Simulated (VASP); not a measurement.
A run of VASP 6.6.1 is set up as follows.

Contents of INCAR:

```
  ALGO = Normal
  EDIFF = 1E-8
  ENCUT = 520
  GGA = PE
  ISIF = 2
  ISMEAR = -1
  LASPH = T
  LCHARG = F
  LEFG = T
  LREAL = F
  LWAVE = F
  NBANDS = 16
  NELM = 80
  PREC = Accurate
  SIGMA = 0.03
```

KPOINTS

```
k-points
0
Gamma
  11 11 11
```

File POSCAR:

```
InP
1.0
    0.0000000000      2.8550000000      2.8264500000
    2.8550000000      0.0000000000      2.8264500000
    2.8550000000      2.8550000000      0.0000000000
In P
1 1
Direct
    0.0000000000      0.0000000000      0.0000000000
    0.5000000000      0.5000000000      0.5000000000
```

Potentials or basis: VASP PAW PBE potentials, release 64 (In_d, P).

Command:

```console
$ cat potpaw_PBE.64/In_d/POTCAR potpaw_PBE.64/P/POTCAR > POTCAR
$ mpirun -np 1 vasp_std > vasp.out
```

(1) Predict the band gap on the k mesh.

(2) Predict the pressure.

Answers

(1) zero (band 9 reaches 6.36 eV, above the bottom of band 10 at 4.01 eV).

(2) -4.9 GPa.

Caveat: the cell differs from its parent crystal (zz strain of -1 %); without QUAD_EFG the Cq values of the log hold for a quadrupole moment of 1 mb, not for the nuclei; spin-orbit coupling is left out, which moves the levels of the heavy elements.
